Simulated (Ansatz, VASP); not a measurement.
Ga: VASP beside Ansatz

```
Ga
1.0
     1.45000   -4.06500    0.00000
     1.45000    4.06500    0.00000
     0.00000    0.00000    3.17000
Ga
2
Direct
  0.87528 0.12739 0.24777
  0.14596 0.85366 0.74791
```

Alike in both runs: functional PBEsol; k mesh 8 × 8 × 7; occupations fermi-dirac, width 0.05 eV; no spin polarisation.

Ansatz relaxed the structure, and its values are those at the end. VASP's run is a single point on that final structure, the one shown.

|  | VASP | Ansatz |
| --- | --- | --- |
| version | VASP 6.6.1 | Ansatz 0.2.0 |
| potentials or method | VASP PAW PBE potentials, release 64 (Ga_d) | PAW with Ansatz's default frozen-core files, scalar-relativistic |
| plane-wave cutoff (eV) | 520 | 420 |
| valence electrons in the cell | 26 | 26 |

|  | VASP | Ansatz | Ansatz less VASP |
| --- | --- | --- | --- |
| pressure (GPa) | -2.0 | -2.0 | +0.02 |

VASP's potentials were made for PBE, not for PBEsol. Ansatz's warnings: stress scf threshold loose.
